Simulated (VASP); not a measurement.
Crystal: Ag.

```
CELL_PARAMETERS angstrom
-1.68813 1.68813 1.68813
1.68813 -1.68813 1.68813
1.68813 1.68813 -1.68813
ATOMIC_POSITIONS crystal
Ag 0.00000 0.00000 0.00000
```

Base run:

| Property | Result |
| --- | --- |
| Program | VASP 6.6.1 |
| Functional | r2SCAN |
| Potentials or basis | VASP PAW PBE potentials, release 64 (Ag) |
| Cutoff | 520 eV |
| k mesh | 11 × 11 × 11 |
| Occupations | fermi-dirac, width 0.05 eV |
| Spin | no spin polarisation |

Its results: pressure -7.6 GPa.

Problem. The run is repeated on the same cell with these changes: functional from r2SCAN to LDA; potentials or basis from VASP PAW PBE potentials, release 64 (Ag) to VASP PAW LDA potentials, release 64 (Ag). What comes out?

Solution. Pressure -14.4 GPa.

Caveats: the PAW data sets were made with another functional, which shifts forces and pressure a little (some runs).
